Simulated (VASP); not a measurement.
Here is a VASP 6.6.1 calculation.

The input INCAR:

```
SYSTEM = Au
PREC = Accurate
ENCUT = 520
EDIFF = 1E-7
ISMEAR = -1
SIGMA = 0.05
LREAL = .FALSE.
LASPH = .TRUE.
NELM = 60
ALGO = Normal
ISIF = 2
LWAVE = .FALSE.
LCHARG = .FALSE.
GGA = CA
NBANDS = 18
```

File KPOINTS:

```
Automatic mesh
0
G
  17 17 9
  0 0 0
```

Contents of POSCAR:

```
Au
1.0
    2.5447744050      0.0000000000      0.0000000000
   -1.2723872025      2.2038392817      0.0000000000
    0.0000000000      0.0000000000      4.2024725645
Au
2
Direct
    0.3333333333      0.6666666667      0.2500000000
    0.6666666667      0.3333333333      0.7500000000
```

Potentials or basis: VASP PAW LDA potentials, release 64 (Au).

The run is started by

```console
$ cat potpaw_LDA.64/Au/POTCAR > POTCAR
$ mpirun -np 1 vasp_std > vasp.out
```

Estimate the band gap on the k mesh.

zero (band 11 reaches 22.03 eV, above the bottom of band 12 at 13.66 eV).

What does it give for the pressure?

173.0 GPa.

Stress tensor (GPa, compression positive):
```
173.03   0.00   0.00
  0.00 173.03   0.00
  0.00   0.00 172.93
```

Caveat: spin-orbit coupling is left out, which moves the levels of the heavy elements.
